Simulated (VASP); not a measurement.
# TlCl (Pm-3m) in VASP: a series of runs

The runs below take TlCl through single point, with PBE, PBE0.

Program: VASP 6.6.1. These are calculated values, not measurements. Logs are shortened: lines on timing, memory, paths and dates and some standing lists are left out, and cuts for length are marked.

## Step 1: The cell of the first run

Symmetry: Pm-3m, No. 221, cubic system. Conventional cell: a = 3.794 Å, b = 3.794 Å, c = 3.794 Å, α = 90.00°, β = 90.00°, γ = 90.00°. Within 4.3 Å of Tl (site symmetry m-3m) lie 8 Cl at 3.29 Å and 6 Tl at 3.79 Å. Cl (site symmetry m-3m) has 8 Tl at 3.29 Å and 6 Cl at 3.79 Å within 4.3 Å.

## Step 2: Single point, PBE

INCAR

```
SYSTEM = TlCl
PREC     = Accurate       ! precision mode
ENCUT    = 500            ! plane-wave cutoff, eV
EDIFF    = 1E-6           ! SCF threshold, eV
ISMEAR   = 0              ! smearing method
SIGMA    = 0.01           ! smearing width, eV
LREAL    = .FALSE.        ! projectors in reciprocal space
LASPH    = .TRUE.         ! aspherical terms in the spheres
NELM     = 120            ! most SCF steps
ALGO     = Normal         ! electronic algorithm
ISIF     = 2              ! what is computed and relaxed
LWAVE    = .FALSE.        ! write WAVECAR
LCHARG   = .FALSE.        ! write CHGCAR
GGA      = PE             ! functional
NBANDS   = 17             ! bands
GGA_COMPAT= .FALSE.
```

KPOINTS

```
Automatic mesh
0
G
  8 8 8
  0 0 0
```

POSCAR

```
TlCl
1.0
    3.7936346943      0.0000000000      0.0000000000
    0.0000000000      3.7936346943      0.0000000000
    0.0000000000      0.0000000000      3.7936346943
Tl Cl
1 1
Direct
    0.0000000000      0.0000000000      0.0000000000
    0.5000000000      0.5000000000      0.5000000000
```

Potentials or basis: VASP PAW PBE potentials, release 64 (Tl_d, Cl).

On the command line:

```sh
$ cat potpaw_PBE.64/Tl_d/POTCAR potpaw_PBE.64/Cl/POTCAR > POTCAR
$ mpirun -np 1 vasp_std > vasp.out
```

OUTCAR:

```text
SYSTEM = TlCl
   PREC = Accurate
   ENCUT = 500
   EDIFF = 1E-6
   ISMEAR = 0
   LREAL = .FALSE.
   LASPH = .TRUE.
   NELM = 120
   ISIF = 2
   GGA = PE

 ion  position               nearest neighbor table
   1  0.000  0.000  0.000-   2 3.29   2 3.29   2 3.29   2 3.29   2 3.29   2 3.29   2 3.29   2 3.29

   2  0.500  0.500  0.500-   1 3.29   1 3.29   1 3.29   1 3.29   1 3.29   1 3.29   1 3.29   1 3.29

  LATTYP: Found a simple cubic cell.
 ALAT       =     3.7936346943

  Lattice vectors:

 A1 = (   3.7936346943,   0.0000000000,   0.0000000000)
 A2 = (   0.0000000000,   3.7936346943,   0.0000000000)
 A3 = (   0.0000000000,   0.0000000000,   3.7936346943)

Analysis of symmetry for initial positions (statically):
=====================================================================
 Subroutine PRICEL returns:
 Original cell was already a primitive cell.

 Routine SETGRP: Setting up the symmetry group for a
 simple cubic supercell.

 Subroutine GETGRP returns: Found 48 space group operations
 (whereof 48 operations were pure point group operations)
 out of a pool of 48 trial point group operations.

The static configuration has the point symmetry O_h .

Analysis of symmetry for dynamics (positions and initial velocities):
=====================================================================
 Subroutine PRICEL returns:
 Original cell was already a primitive cell.

 Routine SETGRP: Setting up the symmetry group for a
 simple cubic supercell.

 Subroutine GETGRP returns: Found 48 space group operations
 (whereof 48 operations were pure point group operations)
 out of a pool of 48 trial point group operations.

The dynamic configuration has the point symmetry O_h .

 Subroutine INISYM returns: Found 48 space group operations
 (whereof 48 operations are pure point group operations),
 and found     1 'primitive' translations

----------------------------------------------------------------------------------------

                                     Primitive cell

  volume of cell :      54.5967

  direct lattice vectors                    reciprocal lattice vectors
     3.793634694  0.000000000  0.000000000     0.263599445  0.000000000  0.000000000
     0.000000000  3.793634694  0.000000000     0.000000000  0.263599445  0.000000000
     0.000000000  0.000000000  3.793634694     0.000000000  0.000000000  0.263599445

  length of vectors
     3.793634694  3.793634694  3.793634694     0.263599445  0.263599445  0.263599445

  position of ions in fractional coordinates (direct lattice)
     0.000000000  0.000000000  0.000000000
     0.500000000  0.500000000  0.500000000

  ion indices of the primitive-cell ions
   primitive index   ion index
                 1           1
                 2           2

----------------------------------------------------------------------------------------

 KPOINTS: Automatic mesh

Automatic generation of k-mesh.
 Grid dimensions read from file:
 generate k-points for:    8    8    8

 Generating k-lattice:

  Cartesian coordinates                     Fractional coordinates (reciprocal lattice)
     0.032949931  0.000000000  0.000000000     0.125000000  0.000000000  0.000000000
     0.000000000  0.032949931  0.000000000     0.000000000  0.125000000  0.000000000
     0.000000000  0.000000000  0.032949931     0.000000000  0.000000000  0.125000000

  Length of vectors
     0.032949931  0.032949931  0.032949931

  Shift w.r.t. Gamma in fractional coordinates (k-lattice)
     0.000000000  0.000000000  0.000000000

 Subroutine IBZKPT returns following result:
 ===========================================

 Found     35 irreducible k-points:

 Following reciprocal coordinates:
            Coordinates               Weight
  0.000000  0.000000  0.000000      1.000000
  0.125000  0.000000  0.000000      6.000000
  0.250000  0.000000  0.000000      6.000000
  0.375000  0.000000  0.000000      6.000000
  0.500000  0.000000  0.000000      3.000000
  0.125000  0.125000  0.000000     12.000000
[... 16 lines left out ...]
  0.375000  0.375000  0.125000     24.000000
  0.500000  0.375000  0.125000     24.000000
 [... further k-points ...]
   k-points           NKPTS =     35   k-points in BZ     NKDIM =     35   number of bands    NBANDS=     17
   number of dos      NEDOS =    301   number of ions     NIONS =      2
   total plane-waves  NPLWV =  21952
   dimension x,y,z NGX =    28 NGY =   28 NGZ =   28
   dimension x,y,z NGXF=    56 NGYF=   56 NGZF=   56
   ions per type =               1   1
   NGX,Y,Z   is equivalent  to a cutoff of  12.27, 12.27, 12.27 a.u.
   NGXF,Y,Z  is equivalent  to a cutoff of  24.54, 24.54, 24.54 a.u.
 SYSTEM =  TlCl
   PREC   = accura    normal or accurate (medium, high low for compatibility)
   ISTART =      0    job   : 0-new  1-cont  2-samecut
   ICHARG =      2    charge: 1-file 2-atom 10-const
   ISPIN  =      1    spin polarized calculation?
   LNONCOLLINEAR =      F non collinear calculations
   LSORBIT =      F    spin-orbit coupling
   LASPH  =      T    aspherical Exc in radial PAW
   ENCUT  =  500.0 eV  36.75 Ry    6.06 a.u.   6.92  6.92  6.92*2*pi/ulx,y,z
   NELM   =    120;   NELMIN=  2; NELMDL= -5     # of ELM steps
   EDIFF  = 0.1E-05   stopping-criterion for ELM
   LREAL  =      F    real-space projection
   EDIFFG = 0.1E-04   stopping-criterion for IOM
   NSW    =      0    number of steps for IOM
   IBRION =     -1    ionic relax: 0-MD 1-quasi-New 2-CG
   NFREE  =      0    steps in history (QN), initial steepest desc. (CG)
   ISIF   =      2    stress and relaxation
   ISYM   =      2    0-nonsym 1-usesym 2-fastsym
   POTIM  = 0.5000    time-step for ionic-motion
   TEBEG  =    0.0;   TEEND  =   0.0 temperature during run
   PSTRESS=    0.0 pullay stress
   NELECT =      20.0000    total number of electrons
   NUPDOWN=      -1.0000    fix difference up-down
   EMIN   =  10.00;   EMAX   =-10.00  energy-range for DOS
   EFERMI =   0.00;   METHOD = LEGACY
   ISMEAR =     0;   SIGMA  =   0.01  broadening in eV -4-tet -1-fermi 0-gaus
   EFERMI_NEDOS =   21; number of points for ismear=-14 and -15
   IALGO  =     38    algorithm
   IMIX   =      4    mixing-type and parameters
     AMIX     =   0.40;   BMIX     =  1.00
     AMIX_MAG =   1.60;   BMIX_MAG =  1.00
  volume/ion in A,a.u.               =      27.30       184.22
  Fermi-wavevector in a.u.,A,eV,Ry     =   1.171375  2.213578 18.668821  1.372120
  Thomas-Fermi vector in A             =   2.307820
   LORBIT       =      0    0 simple, 1 ext, 2 COOP (PROOUT), +10 PAW based schemes
   GGA     = PE    functional components
   LHFCALC =     F    Hartree Fock is set to
   AEXX    =    0.0000 exact exchange contribution
   IVDW    =     0    specifies the selected vdW correction
   LEPSILON=     F    determine dielectric tensor
   LRPA    =     F    only Hartree local field effects (RPA)
 non-spin polarized calculation
 Gauss-broadening in eV      SIGMA  =   0.01
  energy-cutoff  :      500.00
  volume of cell :       54.60
 maximum number of plane-waves:      1406
 NGX is ok and might be reduce to    28
   NGX = 13   NGY = 13   NGZ = 13

 number of electron      20.0000002 magnetization

 Free energy of the ion-electron system (eV)
  ---------------------------------------------------
  ext. energy  EPLUGINS =         0.00000000
  ---------------------------------------------------
  free energy    TOTEN  =        -5.98510786 eV

  energy without entropy =       -5.98510786  energy(sigma->0) =       -5.98510786

 E-fermi :   3.1723     XC(G=0):  -9.2943

 val. band max:        3.0852570151   @ k =   0.5000   0.0000   0.0000
 cond. band min:       5.0846896334   @ k =   0.5000   0.0000   0.0000
 fundamental gap:      1.9994326184
 Fermi energy:         3.1723024238

 k-point     1 :       0.0000    0.0000    0.0000
  band No.  band energies     occupation
      1     -10.9040      2.00000
      2      -6.9262      2.00000
      3      -6.9262      2.00000
      4      -6.6580      2.00000
      5      -6.6580      2.00000
      6      -6.6580      2.00000
[... 9 lines left out ...]
     16      15.9398      0.00000
     17      17.3029      0.00000

 k-point     2 :       0.1250    0.0000    0.0000
  band No.  band energies     occupation
      1     -10.8657      2.00000
      2      -6.9238      2.00000
      3      -6.8980      2.00000
      4      -6.6715      2.00000
      5      -6.6715      2.00000
      6      -6.6567      2.00000
[... 9 lines left out ...]
     16      16.7710      0.00000
     17      17.1664      0.00000

 k-point     3 :       0.2500    0.0000    0.0000
  band No.  band energies     occupation
      1     -10.7698      2.00000
      2      -6.9180      2.00000
      3      -6.8321      2.00000
      4      -6.7039      2.00000
      5      -6.7039      2.00000
      6      -6.6538      2.00000
[... 9 lines left out ...]
     16      16.3497      0.00000
     17      17.2668      0.00000

 k-point     4 :       0.3750    0.0000    0.0000
  band No.  band energies     occupation
      1     -10.6688      2.00000
      2      -6.9121      2.00000
      3      -6.7703      2.00000
      4      -6.7357      2.00000
      5      -6.7357      2.00000
      6      -6.6508      2.00000
[... 9 lines left out ...]
     16      15.5499      0.00000
     17      17.2262      0.00000
[... 343 lines left out ...]
      1     -10.5451      2.00000
      2      -6.8207      2.00000
      3      -6.7711      2.00000
      4      -6.7048      2.00000
      5      -6.6993      2.00000
      6      -6.6698      2.00000
[... 9 lines left out ...]
     16      15.0620      0.00000
     17      17.3832      0.00000

 k-point    23 :       0.3750    0.3750    0.1250
  band No.  band energies     occupation
      1     -10.5218      2.00000
      2      -6.8012      2.00000
      3      -6.7541      2.00000
      4      -6.7342      2.00000
      5      -6.6927      2.00000
      6      -6.6385      2.00000
[... 9 lines left out ...]
     16      14.8542      0.00000
     17      16.6759      0.00000

 k-point    24 :       0.5000    0.3750    0.1250
  band No.  band energies     occupation
      1     -10.4995      2.00000
      2      -6.7937      2.00000
      3      -6.7584      2.00000
      4      -6.7326      2.00000
      5      -6.6982      2.00000
      6      -6.6108      2.00000
[... 9 lines left out ...]
     16      14.7383      0.00000
     17      17.1117      0.00000

 [... further k-points ...]
[... 5 lines left out ...]
  --------------------------------------------------------------------------------------
  -------------------------------------------------------------------------------------
  Total        0.7452830      0.7452830      0.7452830      0.0000000      0.0000000     -0.0000000
  in kB       21.8708291     21.8708291     21.8708291      0.0000000      0.0000000     -0.0000000
  external PRESSURE =      21.8708291 kB  Pullay stress =       0.0000000 kB

 VOLUME and BASIS-vectors are now :
 -----------------------------------------------------------------------------
  energy-cutoff  :      500.00
  volume of cell :       54.60
      direct lattice vectors                 reciprocal lattice vectors
     3.793634694  0.000000000  0.000000000     0.263599445  0.000000000  0.000000000
     0.000000000  3.793634694  0.000000000     0.000000000  0.263599445  0.000000000
     0.000000000  0.000000000  3.793634694     0.000000000  0.000000000  0.263599445

 POSITION                                       TOTAL-FORCE (eV/Angst)
 -----------------------------------------------------------------------------------
      0.00000      0.00000      0.00000         0.000000      0.000000      0.000000
      1.89682      1.89682      1.89682         0.000000      0.000000      0.000000
 -----------------------------------------------------------------------------------
    total drift:                               -0.000000      0.000000      0.000000

  FREE ENERGIE OF THE ION-ELECTRON SYSTEM (eV)
  ---------------------------------------------------
  free  energy   TOTEN  =        -5.9851078563 eV

  energy  without entropy=       -5.9851078563  energy(sigma->0) =       -5.98510786
```

Run time: 21 s. Hardware: 1 thread of Intel Xeon Platinum 8375C at 2.90GHz (Ice Lake), shared host; peak memory 0.17 GiB.

Results:

```
Free energy            : -5.9851 eV
Pressure               : 2.2 GPa
Band gap on the k mesh : 2.00 eV, direct
```

Caveat: spin-orbit coupling is left out, which moves the levels of the heavy elements. A k mesh can miss the band edges.

## Step 3: Single point, PBE0

POSCAR is that of step 2.

INCAR.step1

```
PREC     = Accurate       # precision mode
ENCUT    = 400            # plane-wave cutoff, eV
EDIFF    = 1E-5           # SCF threshold, eV
ISMEAR   = 0              # smearing method
SIGMA    = 0.01           # smearing width, eV
LREAL    = F              # projectors in reciprocal space
LASPH    = T              # aspherical terms in the spheres
NELM     = 120            # most SCF steps
ALGO     = Normal         # electronic algorithm
ISIF     = 2              # what is computed and relaxed
LWAVE    = T              # write WAVECAR
LCHARG   = F              # write CHGCAR
NBANDS   = 17             # bands
GGA      = PE             # functional
GGA_COMPAT= F
```

INCAR.step2

```
PREC     = Accurate       # precision mode
ENCUT    = 400            # plane-wave cutoff, eV
EDIFF    = 1E-6           # SCF threshold, eV
ISMEAR   = 0              # smearing method
SIGMA    = 0.01           # smearing width, eV
LREAL    = F              # projectors in reciprocal space
LASPH    = T              # aspherical terms in the spheres
NELM     = 120            # most SCF steps
ALGO     = Normal         # electronic algorithm
ISIF     = 2              # what is computed and relaxed
LWAVE    = F              # write WAVECAR
LCHARG   = F              # write CHGCAR
GGA      = PE             # functional
LHFCALC  = T              # exact exchange
AEXX     = 0.25           # exact-exchange fraction
PRECFOCK = Normal       
NBANDS   = 17             # bands
ISTART   = 1            
GGA_COMPAT= F
```

KPOINTS

```
Automatic mesh
0
Gamma
  4 4 4
```

Potentials or basis: VASP PAW PBE potentials, release 64 (Tl_d, Cl).

On the command line:

```sh
$ cat potpaw_PBE.64/Tl_d/POTCAR potpaw_PBE.64/Cl/POTCAR > POTCAR
$ cp INCAR.step1 INCAR
$ mpirun -np 1 vasp_std > vasp.out
$ cp INCAR.step2 INCAR
$ mpirun -np 1 vasp_std > vasp.out
```

OUTCAR:

```text
PREC = Accurate
   ENCUT = 400
   EDIFF = 1E-6
   ISMEAR = 0
   LREAL = F
   LASPH = T
   NELM = 120
   ISIF = 2
   GGA = PE
   LHFCALC = T
   AEXX = 0.25
   PRECFOCK = Normal
   ISTART = 1

 ion  position               nearest neighbor table
   1  0.000  0.000  0.000-   2 3.29   2 3.29   2 3.29   2 3.29   2 3.29   2 3.29   2 3.29   2 3.29

   2  0.500  0.500  0.500-   1 3.29   1 3.29   1 3.29   1 3.29   1 3.29   1 3.29   1 3.29   1 3.29

[... 383 lines left out ...]

------------------------ aborting loop because EDIFF is reached ----------------------------------------

  FORCE on cell =-STRESS in cart. coord.  units (eV):
  Direction    XX          YY          ZZ          XY          YZ          ZX
  --------------------------------------------------------------------------------------
  -------------------------------------------------------------------------------------
  Total        0.5615716      0.5615716      0.5615716      0.0000000      0.0000000     -0.0000000
  in kB       16.4796947     16.4796947     16.4796947      0.0000000      0.0000000     -0.0000000
  external PRESSURE =      16.4796947 kB  Pullay stress =       0.0000000 kB

 VOLUME and BASIS-vectors are now :
 -----------------------------------------------------------------------------
  energy-cutoff  :      400.00
  volume of cell :       54.60
      direct lattice vectors                 reciprocal lattice vectors
     3.793634694  0.000000000  0.000000000     0.263599445  0.000000000  0.000000000
     0.000000000  3.793634694  0.000000000     0.000000000  0.263599445  0.000000000
     0.000000000  0.000000000  3.793634694     0.000000000  0.000000000  0.263599445

 POSITION                                       TOTAL-FORCE (eV/Angst)
 -----------------------------------------------------------------------------------
      0.00000      0.00000      0.00000         0.000000      0.000000      0.000000
      1.89682      1.89682      1.89682         0.000000      0.000000      0.000000
 -----------------------------------------------------------------------------------
    total drift:                                0.000000      0.000000      0.000000

  FREE ENERGIE OF THE ION-ELECTRON SYSTEM (eV)
  ---------------------------------------------------
  free  energy   TOTEN  =        -7.8332875156 eV

  energy  without entropy=       -7.8332875156  energy(sigma->0) =       -7.83328752
```

OSZICAR.step1:

```text
N       E                     dE             d eps       ncg     rms          rms(c)
DAV:   1     0.789747307628E+02    0.78975E+02   -0.87848E+03   372   0.833E+02
DAV:   2    -0.350909290217E+01   -0.82484E+02   -0.79820E+02   416   0.198E+02
DAV:   3    -0.634410294774E+01   -0.28350E+01   -0.28246E+01   385   0.329E+01
DAV:   4    -0.636339921157E+01   -0.19296E-01   -0.19294E-01   452   0.327E+00
DAV:   5    -0.636361737902E+01   -0.21817E-03   -0.21817E-03   420   0.320E-01    0.337E+00
DAV:   6    -0.600391288534E+01    0.35970E+00   -0.62305E-01   405   0.416E+00    0.216E+00
DAV:   7    -0.597802259060E+01    0.25890E-01   -0.11122E-01   378   0.161E+00    0.131E+00
DAV:   8    -0.597728505662E+01    0.73753E-03   -0.18541E-02   401   0.914E-01    0.266E-01
DAV:   9    -0.597691941888E+01    0.36564E-03   -0.12784E-03   392   0.191E-01    0.115E-01
DAV:  10    -0.597708685420E+01   -0.16744E-03   -0.46971E-04   349   0.113E-01    0.451E-02
DAV:  11    -0.597707787596E+01    0.89782E-05   -0.35237E-05   386   0.368E-02
   1 F= -.59770779E+01 E0= -.59770779E+01  d E =-.861234E-38
```

Run time: 5.5 min. Hardware: 1 thread of Intel Xeon Platinum 8375C at 2.90GHz (Ice Lake), shared host; peak memory 0.16 GiB.

What came out:

* Free energy: -7.8333 eV
* Pressure: 1.6 GPa
* Band gap on the k mesh: 3.43 eV, direct

Levels at points of the mesh, in eV from the valence-band top:
| k point | band 7 | band 8 | band 9 | band 10 | band 11 | band 12 | band 13 | band 14 |
| --- | --- | --- | --- | --- | --- | --- | --- | --- |
| (0.00, 0.00, 0.00) | -4.88 | -2.11 | -2.11 | -2.11 | 9.38 | 9.38 | 9.85 | 9.85 |
| (0.50, 0.00, 0.00) | -6.22 | -1.61 | -1.61 | 0.00 | 3.43 | 8.32 | 8.32 | 10.36 |
| (0.50, 0.50, 0.00) | -3.75 | -3.75 | -3.50 | -1.57 | 6.57 | 6.57 | 10.10 | 10.56 |
| (0.50, 0.50, 0.50) | -2.68 | -2.68 | -2.68 | -2.02 | 3.86 | 3.86 | 3.86 | 14.99 |

Caveat: the PAW data sets were made with another functional, which shifts forces and pressure a little; spin-orbit coupling is left out, which moves the levels of the heavy elements. A k mesh can miss the band edges.
